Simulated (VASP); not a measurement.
# Fe (Im-3m) in VASP: notebook

Fe is run at these levels: PBE; tasks: relaxation of cell and atoms, single point.

Everything below comes from runs of VASP 6.6.1. Logs are shortened: lines on timing, memory, paths and dates and some standing lists are left out, and cuts for length are marked.

## 1. The cell of the first run

The structure is cubic, space group Im-3m (No. 229). Conventional cell: a = 2.866 Å, b = 2.866 Å, c = 2.866 Å, α = 90.00°, β = 90.00°, γ = 90.00°. Within 3.3 Å of Fe (site symmetry m-3m) lie 14 Fe at 2.48 to 2.87 Å.

## 2. Relaxation of cell and atoms, PBE

INCAR reads:

```
  ALGO = Normal
  EDIFF = 1E-7
  EDIFFG = -0.01
  ENCUT = 600
  GGA = PE
  IBRION = 2
  ISIF = 3
  ISMEAR = -1
  LASPH = T
  LCHARG = F
  LREAL = F
  LWAVE = F
  NELM = 60
  NSW = 80
  PREC = Accurate
  SIGMA = 0.1
```

KPOINTS reads:

```
k-points
0
Gamma
  15 15 15
```

POSCAR reads:

```
Fe
1.0
   -1.4332500000      1.4332500000      1.4332500000
    1.4332500000     -1.4332500000      1.4332500000
    1.4332500000      1.4332500000     -1.4332500000
Fe
1
Direct
    0.0000000000      0.0000000000      0.0000000000
```

Potentials or basis: VASP PAW PBE potentials, release 64 (Fe).

Run with:

```bash
$ cat potpaw_PBE.64/Fe/POTCAR > POTCAR
$ mpirun -np 1 vasp_std > vasp.out
```

OUTCAR:

```text
EDIFF = 1E-7
   EDIFFG = -0.01
   ENCUT = 600
   GGA = PE
   IBRION = 2
   ISIF = 3
   ISMEAR = -1
   LASPH = T
   LREAL = F
   NELM = 60
   NSW = 80
   PREC = Accurate

 ion  position               nearest neighbor table
   1  0.000  0.000  0.000-

  LATTYP: Found a body centered cubic cell.
 ALAT       =     2.8665000000

  Lattice vectors:

 A1 = (  -1.4332500000,   1.4332500000,   1.4332500000)
 A2 = (   1.4332500000,  -1.4332500000,   1.4332500000)
 A3 = (   1.4332500000,   1.4332500000,  -1.4332500000)

Analysis of symmetry for initial positions (statically):
=====================================================================
 Subroutine PRICEL returns:
 Original cell was already a primitive cell.

 Routine SETGRP: Setting up the symmetry group for a
 body centered cubic supercell.

 Subroutine GETGRP returns: Found 48 space group operations
 (whereof 48 operations were pure point group operations)
 out of a pool of 48 trial point group operations.

The static configuration has the point symmetry O_h .

Analysis of symmetry for dynamics (positions and initial velocities):
=====================================================================
 Subroutine PRICEL returns:
 Original cell was already a primitive cell.

 Routine SETGRP: Setting up the symmetry group for a
 body centered cubic supercell.

 Subroutine GETGRP returns: Found 48 space group operations
 (whereof 48 operations were pure point group operations)
 out of a pool of 48 trial point group operations.

The dynamic configuration has the point symmetry O_h .

 Subroutine INISYM returns: Found 48 space group operations
 (whereof 48 operations are pure point group operations),
 and found     1 'primitive' translations

----------------------------------------------------------------------------------------

                                     Primitive cell

  volume of cell :      11.7768

  direct lattice vectors                    reciprocal lattice vectors
    -1.433250000  1.433250000  1.433250000     0.000000000  0.348857492  0.348857492
     1.433250000 -1.433250000  1.433250000     0.348857492  0.000000000  0.348857492
     1.433250000  1.433250000 -1.433250000     0.348857492  0.348857492  0.000000000

  length of vectors
     2.482461820  2.482461820  2.482461820     0.493358996  0.493358996  0.493358996

  position of ions in fractional coordinates (direct lattice)
     0.000000000  0.000000000  0.000000000

  ion indices of the primitive-cell ions
   primitive index   ion index
                 1           1

----------------------------------------------------------------------------------------

 KPOINTS: k-points

Automatic generation of k-mesh.
 Grid dimensions read from file:
 generate k-points for:   15   15   15

 Generating k-lattice:

  Cartesian coordinates                     Fractional coordinates (reciprocal lattice)
     0.000000000  0.023257166  0.023257166     0.066666667  0.000000000  0.000000000
     0.023257166  0.000000000  0.023257166     0.000000000  0.066666667  0.000000000
     0.023257166  0.023257166  0.000000000     0.000000000  0.000000000  0.066666667

  Length of vectors
     0.032890600  0.032890600  0.032890600

  Shift w.r.t. Gamma in fractional coordinates (k-lattice)
     0.000000000  0.000000000  0.000000000

 Subroutine IBZKPT returns following result:
 ===========================================

 Found    120 irreducible k-points:

 Following reciprocal coordinates:
            Coordinates               Weight
  0.000000  0.000000  0.000000      1.000000
  0.066667  0.000000  0.000000     12.000000
  0.133333  0.000000  0.000000     12.000000
  0.200000  0.000000  0.000000     12.000000
  0.266667  0.000000  0.000000     12.000000
  0.333333  0.000000  0.000000     12.000000
[... 16 lines left out ...]
  0.333333  0.200000  0.000000     48.000000
  0.400000  0.200000  0.000000     24.000000
 [... further k-points ...]
   k-points           NKPTS =    120   k-points in BZ     NKDIM =    120   number of bands    NBANDS=      8
   number of dos      NEDOS =    301   number of ions     NIONS =      1
   total plane-waves  NPLWV =   8000
   dimension x,y,z NGX =    20 NGY =   20 NGZ =   20
   dimension x,y,z NGXF=    40 NGYF=   40 NGZF=   40
   ions per type =               1
   NGX,Y,Z   is equivalent  to a cutoff of  13.39, 13.39, 13.39 a.u.
   NGXF,Y,Z  is equivalent  to a cutoff of  26.79, 26.79, 26.79 a.u.
 SYSTEM =  unknown system
   PREC   = accura    normal or accurate (medium, high low for compatibility)
   ISTART =      0    job   : 0-new  1-cont  2-samecut
   ICHARG =      2    charge: 1-file 2-atom 10-const
   ISPIN  =      1    spin polarized calculation?
   LNONCOLLINEAR =      F non collinear calculations
   LSORBIT =      F    spin-orbit coupling
   LASPH  =      T    aspherical Exc in radial PAW
   ENCUT  =  600.0 eV  44.10 Ry    6.64 a.u.   4.96  4.96  4.96*2*pi/ulx,y,z
   NELM   =     60;   NELMIN=  2; NELMDL= -5     # of ELM steps
   EDIFF  = 0.1E-06   stopping-criterion for ELM
   LREAL  =      F    real-space projection
   EDIFFG = -.1E-01   stopping-criterion for IOM
   NSW    =     80    number of steps for IOM
   IBRION =      2    ionic relax: 0-MD 1-quasi-New 2-CG
   NFREE  =      1    steps in history (QN), initial steepest desc. (CG)
   ISIF   =      3    stress and relaxation
   ISYM   =      2    0-nonsym 1-usesym 2-fastsym
   POTIM  = 0.5000    time-step for ionic-motion
   TEBEG  =    0.0;   TEEND  =   0.0 temperature during run
   PSTRESS=    0.0 pullay stress
   NELECT =       8.0000    total number of electrons
   NUPDOWN=      -1.0000    fix difference up-down
   EMIN   =  10.00;   EMAX   =-10.00  energy-range for DOS
   EFERMI =   0.00;   METHOD = LEGACY
   ISMEAR =    -1;   SIGMA  =   0.10  broadening in eV -4-tet -1-fermi 0-gaus
   EFERMI_NEDOS =   21; number of points for ismear=-14 and -15
   IALGO  =     38    algorithm
   IMIX   =      4    mixing-type and parameters
     AMIX     =   0.40;   BMIX     =  1.00
     AMIX_MAG =   1.60;   BMIX_MAG =  1.00
  volume/ion in A,a.u.               =      11.78        79.47
  Fermi-wavevector in a.u.,A,eV,Ry     =   1.439117  2.719537 28.178465  2.071059
  Thomas-Fermi vector in A             =   2.558009
   LORBIT       =      0    0 simple, 1 ext, 2 COOP (PROOUT), +10 PAW based schemes
   GGA     = PE    functional components
   LHFCALC =     F    Hartree Fock is set to
   AEXX    =    0.0000 exact exchange contribution
   IVDW    =     0    specifies the selected vdW correction
   LEPSILON=     F    determine dielectric tensor
   LRPA    =     F    only Hartree local field effects (RPA)
 conjugate gradient relaxation of ions
 non-spin polarized calculation
  energy-cutoff  :      600.00
  volume of cell :       11.78
 maximum number of plane-waves:       406
   NGX =  9   NGY =  9   NGZ =  9

--------------------------------------- Ionic step        1  -------------------------------------------

 number of electron       7.9999998 magnetization

 Free energy of the ion-electron system (eV)
  ---------------------------------------------------
  ext. energy  EPLUGINS =         0.00000000
  ---------------------------------------------------
  free energy    TOTEN  =        -7.71788396 eV

  energy without entropy =       -7.59537381  energy(sigma->0) =       -7.65662888

------------------------ aborting loop because EDIFF is reached ----------------------------------------

  FORCE on cell =-STRESS in cart. coord.  units (eV):
  Direction    XX          YY          ZZ          XY          YZ          ZX
  --------------------------------------------------------------------------------------
  -------------------------------------------------------------------------------------
  Total       -1.6842362     -1.6842362     -1.6842362      0.0000000     -0.0000000      0.0000000
  in kB     -229.1330532   -229.1330532   -229.1330532      0.0000000     -0.0000000      0.0000000
  external PRESSURE =    -229.1330532 kB  Pullay stress =       0.0000000 kB
[... 195 lines left out ...]
  energy  without entropy=       -7.7143060247  energy(sigma->0) =       -7.76676569

--------------------------------------- Ionic step        7  -------------------------------------------

 number of electron       7.9999995 magnetization

 Free energy of the ion-electron system (eV)
  ---------------------------------------------------
  ext. energy  EPLUGINS =         0.00000000
  ---------------------------------------------------
  free energy    TOTEN  =        -7.81926163 eV

  energy without entropy =       -7.71465482  energy(sigma->0) =       -7.76695822

 E-fermi :   6.7181     XC(G=0): -13.6079

 val. band max:        6.7122391010   @ k =   0.3333   0.1333   0.0667
 cond. band min:       6.7277441956   @ k =   0.2000   0.1333   0.1333
 fundamental gap:      0.0155050947
 Fermi energy:         6.7180888293

 k-point     1 :       0.0000    0.0000    0.0000
  band No.  band energies     occupation
      1      -2.1670      2.00000
      2       4.9370      2.00000
      3       4.9370      2.00000
      4       4.9370      2.00000
      5       6.6766      1.20475
      6       6.6766      1.20474
      7      32.3582      0.00000
      8      32.3582      0.00000
[... 243 lines left out ...]
 k-point    24 :       0.4000    0.2000    0.0000
  band No.  band energies     occupation
      1       2.6415      2.00000
      2       3.7253      2.00000
      3       4.8104      2.00000
      4       6.6319      1.40628
      5       7.1610      0.02356
      6      11.2871      0.00000
      7      15.3637      0.00000
      8      20.4668      0.00000

 [... further k-points ...]

------------------------ aborting loop because EDIFF is reached ----------------------------------------

  FORCE on cell =-STRESS in cart. coord.  units (eV):
  Direction    XX          YY          ZZ          XY          YZ          ZX
  --------------------------------------------------------------------------------------
  -------------------------------------------------------------------------------------
  Total        0.0017615      0.0017615      0.0017615      0.0000000      0.0000000     -0.0000000
  in kB        0.2686172      0.2686172      0.2686172      0.0000000      0.0000000     -0.0000000
  external PRESSURE =       0.2686172 kB  Pullay stress =       0.0000000 kB
[... 16 lines left out ...]
  FREE ENERGIE OF THE ION-ELECTRON SYSTEM (eV)
  ---------------------------------------------------
  free  energy   TOTEN  =        -7.8192616254 eV

  energy  without entropy=       -7.7146548180  energy(sigma->0) =       -7.76695822

 reached required accuracy - stopping structural energy minimisation
```

Run time: 85 s. Hardware: 1 thread of AMD EPYC 7R13, shared host; peak memory 0.11 GiB.

What came out:

```
Free energy                            : -7.8193 eV
Relaxed volume                         : 10.51 Å³/atom
Relaxed cell                           : a = 2.390 Å, b = 2.390 Å, c = 2.390 Å, α = 109.47°, β = 109.47°, γ = 109.47°
Space group after relaxing (to 0.05 Å) : Im-3m (No. 229)
Energy gained by relaxing              : 101.4 meV/atom
Ionic steps                            : 7
Pressure after relaxing                : 0.0 GPa
Band gap on the k mesh                 : zero (band 4 reaches 7.67 eV, above the bottom of band 5 at 5.80 eV)
```

Step by step:
```csv
step,energy change (eV),largest force (eV/Å),pressure (GPa),volume (Å³)
1,0.0000,0.0000,-22.91,11.78
2,0.0908,0.0000,51.16,9.13
3,-0.1013,0.0000,-0.96,10.55
4,-0.1014,0.0000,-0.18,10.51
5,-0.1014,0.0000,0.43,10.49
6,-0.1013,0.0000,-0.52,10.53
7,-0.1014,0.0000,0.03,10.51
```

Final structure:
```cif
data_structure
_symmetry_space_group_name_H-M 'P 1'
_symmetry_Int_Tables_number 1
_cell_length_a 2.3898
_cell_length_b 2.3898
_cell_length_c 2.3898
_cell_angle_alpha 109.471
_cell_angle_beta 109.471
_cell_angle_gamma 109.471
_cell_volume 10.51
loop_
_atom_site_label
_atom_site_type_symbol
_atom_site_fract_x
_atom_site_fract_y
_atom_site_fract_z
_atom_site_occupancy
Fe1 Fe 0.00000 0.00000 0.00000 1
```

Caveat: the volume moved by -11 % from the deposited cell, more than functionals usually miss; the run has no spin polarisation, though such a crystal can be magnetic.

## 3. Single point, PBE, collinear spin, ferromagnetic start

This run uses another cell than the first one, of 11.36 Å³/atom, 0.965 times its volume.

INCAR reads:

```
PREC = Accurate ; ENCUT = 520
EDIFF = 1E-6 ; ISMEAR = -1
SIGMA = 0.05 ; LREAL = False
LASPH = True ; NELM = 150
ALGO = Normal ; ISIF = 2
LWAVE = False ; LCHARG = False
ISPIN = 2 ; MAGMOM = 2.5
LORBIT = 11 ; LMAXMIX = 4
GGA = PE ; NBANDS = 14
```

KPOINTS reads:

```
regular mesh
0
Gamma
  15 15 15
```

POSCAR reads:

```
Fe
1.0
   -1.4163059769      1.4163059769      1.4163059769
    1.4163059769     -1.4163059769      1.4163059769
    1.4163059769      1.4163059769     -1.4163059769
Fe
1
Direct
    0.0000000000      0.0000000000      0.0000000000
```

Potentials or basis: VASP PAW PBE potentials, release 64 (Fe).

Run with:

```bash
$ cat potpaw_PBE.64/Fe/POTCAR > POTCAR
$ mpirun -np 1 vasp_std > vasp.out
```

Run time: 51 s. Hardware: 1 thread of AMD EPYC 7R13, shared host; peak memory 0.11 GiB.

The run converged. Its results:

| Quantity | Value |
| --- | --- |
| Free energy | -8.2476 eV |
| Pressure | 0.0 GPa |
| Net moment | 2.19 μB per cell |
| Site moments | Fe +2.19 μB |
| Valence electrons inside the program's atomic spheres | Fe 7.27 |

Levels at points of the mesh, in eV from the Fermi level:
Spin up:
| k point | band 2 | band 3 | band 4 | band 5 | band 6 | band 7 | band 8 | band 9 |
| --- | --- | --- | --- | --- | --- | --- | --- | --- |
| (0.00, 0.00, 0.00) | -2.32 | -2.32 | -2.32 | -1.11 | -1.11 | 25.01 | 25.01 | 25.01 |
Spin down:
| k point | band 1 | band 2 | band 3 | band 4 | band 5 | band 6 |
| --- | --- | --- | --- | --- | --- | --- |
| (0.00, 0.00, 0.00) | -8.28 | -0.40 | -0.40 | -0.40 | 1.65 | 1.65 |

## 4. Single point, PBE, collinear spin, antiferromagnetic start

This run uses another cell than the first one: it holds 2 atoms, not 1.

INCAR reads:

```
ALGO = Normal
EDIFF = 1E-6
ENCUT = 520
GGA = PE
ISIF = 2
ISMEAR = -1
ISPIN = 2
LASPH = True
LCHARG = True
LELF = True
LMAXMIX = 4
LORBIT = 11
LREAL = False
LVHAR = True
LWAVE = False
MAGMOM = 2.5 -2.5
NBANDS = 19
NELM = 150
PREC = Accurate
SIGMA = 0.05
```

KPOINTS reads:

```
k-points
0
Gamma
  11 11 11
```

POSCAR reads:

```
Fe
1.0
    2.7915030892      0.0000000000      0.0000000000
    0.0000000000      2.7915030892      0.0000000000
    0.0000000000      0.0000000000      2.7915030892
Fe
2
Direct
    0.0000000000      0.0000000000      0.0000000000
    0.5000000000      0.5000000000      0.5000000000
```

Run with:

```bash
$ cat potpaw_PBE.64/Fe/POTCAR > POTCAR
$ mpirun -np 1 vasp_std > vasp.out
```

Run time: 76 s. Hardware: 1 thread of AMD EPYC 7R13, shared host; peak memory 0.14 GiB.

The run converged. Its results:

- Free energy: -15.6293 eV
- Pressure: -0.2 GPa
- Band gap on the k mesh: zero (filled and empty bands overlap)
- Net moment: 0.00 μB per cell
- Site moments: Fe +1.25, -1.25 μB
- Valence electrons inside the program's atomic spheres: Fe 7.36

Levels at points of the mesh, in eV from the Fermi level:
Spin up:
| k point | band 6 | band 7 | band 8 | band 9 | band 10 | band 11 |
| --- | --- | --- | --- | --- | --- | --- |
| (0.00, 0.00, 0.00) | -1.80 | 0.08 | 0.08 | 1.06 | 1.06 | 1.06 |
Spin down:
```csv
k point,band 4,band 5,band 6,band 7,band 8,band 9,band 10,band 11,band 12,band 13
"(0.00, 0.00, 0.00)",-1.80,-1.80,-1.80,0.08,0.08,1.06,1.06,1.06,10.22,10.22
```

## 5. Relaxation of cell and atoms, PBE, collinear spin, ferromagnetic start

INCAR reads:

```
SYSTEM = Fe
PREC     = Accurate       ! precision mode
ENCUT    = 600            ! plane-wave cutoff, eV
EDIFF    = 1E-6           ! SCF threshold, eV
ISMEAR   = -1             ! smearing method
SIGMA    = 0.05           ! smearing width, eV
LREAL    = .False.        ! projectors in reciprocal space
LASPH    = .True.         ! aspherical terms in the spheres
NELM     = 150            ! most SCF steps
ALGO     = Normal         ! electronic algorithm
ISIF     = 3              ! what is computed and relaxed
LWAVE    = .False.        ! write WAVECAR
LCHARG   = .False.        ! write CHGCAR
ISPIN    = 2              ! spin polarisation
MAGMOM   = 2.5            ! initial moments
LORBIT   = 11             ! projections on sites
LMAXMIX  = 4              ! l up to which the mixer works
GGA      = PE             ! functional
IBRION   = 2              ! ionic algorithm
NSW      = 80             ! ionic steps
EDIFFG   = -0.01          ! ionic threshold
```

KPOINTS reads:

```
Automatic mesh
0
Gamma
  15 15 15
  0 0 0
```

POSCAR reads:

```
Fe
1.0
   -1.4332500000      1.4332500000      1.4332500000
    1.4332500000     -1.4332500000      1.4332500000
    1.4332500000      1.4332500000     -1.4332500000
Fe
1
Direct
    0.0000000000      0.0000000000      0.0000000000
```

Run with:

```bash
$ cat potpaw_PBE.64/Fe/POTCAR > POTCAR
$ mpirun -np 1 vasp_std > vasp.out
```

It took 1.7 min on 1 thread of AMD EPYC 7R13, shared host; peak memory 0.13 GiB.

Results (log left out):

| Quantity | Value |
| --- | --- |
| Free energy | -8.2474 eV |
| Relaxed volume | 11.35 Å³/atom |
| Relaxed cell | a = 2.452 Å, b = 2.452 Å, c = 2.452 Å, α = 109.47°, β = 109.47°, γ = 109.47° |
| Space group after relaxing (to 0.05 Å) | Im-3m (No. 229) |
| Energy gained by relaxing | 9.1 meV/atom |
| Ionic steps | 3 |
| Pressure after relaxing | 0.0 GPa |
| Net moment | 2.19 μB per cell |
| Site moments | Fe +2.19 μB |
| Valence electrons inside the program's atomic spheres | Fe 7.27 |

The path:
```tsv
step	energy change (eV)	largest force (eV/Å)	pressure (GPa)	volume (Å³)
1	0.0000	0.0000	-6.54	11.78
2	-0.0012	0.0000	6.88	10.98
3	-0.0091	0.0000	-0.02	11.35
```

Final structure:
```
CELL_PARAMETERS angstrom
-1.41582 1.41582 1.41582
1.41582 -1.41582 1.41582
1.41582 1.41582 -1.41582
ATOMIC_POSITIONS crystal
Fe 0.00000 0.00000 0.00000
```

Levels at points of the mesh, in eV from the Fermi level:
Spin up:
```
           k point  band 3  band 4  band 5  band 6  band 7  band 8
(0.00, 0.00, 0.00)   -2.32   -2.32   -1.11   -1.11   25.02   25.02
```
Spin down:
```csv
k point,band 1,band 2,band 3,band 4,band 5,band 6,band 7
"(0.00, 0.00, 0.00)",-8.29,-0.41,-0.41,-0.41,1.65,1.65,24.76
```

[end of part 1 of 2]
